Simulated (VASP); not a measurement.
AlP, 2 atoms in the cell. It takes space group F-43m (No. 216, cubic). The conventional cell has a = 5.605 Å, b = 5.605 Å, c = 5.605 Å, α = 90.00°, β = 90.00°, γ = 90.00°. Al (site symmetry -43m) has 4 P at 2.43 Å within 3.2 Å. P (site symmetry -43m) has 4 Al at 2.43 Å within 3.2 Å. 

| Property | Result |
| --- | --- |
| Program | VASP 6.6.1 |
| Task | single point |
| Functional | PBE |
| Potentials or basis | VASP PAW PBE potentials, release 64 (Al, P) |
| Cutoff | 500 eV |
| k mesh | 4 × 4 × 4 |
| Occupations | gaussian, width 0.01 eV |
| Spin | no spin polarisation |
| Dipole correction | no |
| Further INCAR settings | ALGO = Normal; EDIFF = 1e-06; NBANDS = 11 |

Potentials or basis: VASP PAW PBE potentials, release 64 (Al, P).

Run with:

```sh
$ cat potpaw_PBE.64/Al/POTCAR potpaw_PBE.64/P/POTCAR > POTCAR
$ mpirun -np 1 vasp_std > vasp.out
```

Hardware: 1 thread of Intel(R) Xeon(R) Platinum 8259CL CPU @ 2.50GHz (Skylake/Cascade Lake), on a shared host.

Problem. How long does it take, and how much memory?

Solution. Wall time 11 s on 1 thread of Intel(R) Xeon(R) Platinum 8259CL CPU @ 2.50GHz (Skylake/Cascade Lake) (shared host), peak memory 0.15 GiB. Counts: scf iterations 13, k points 8.
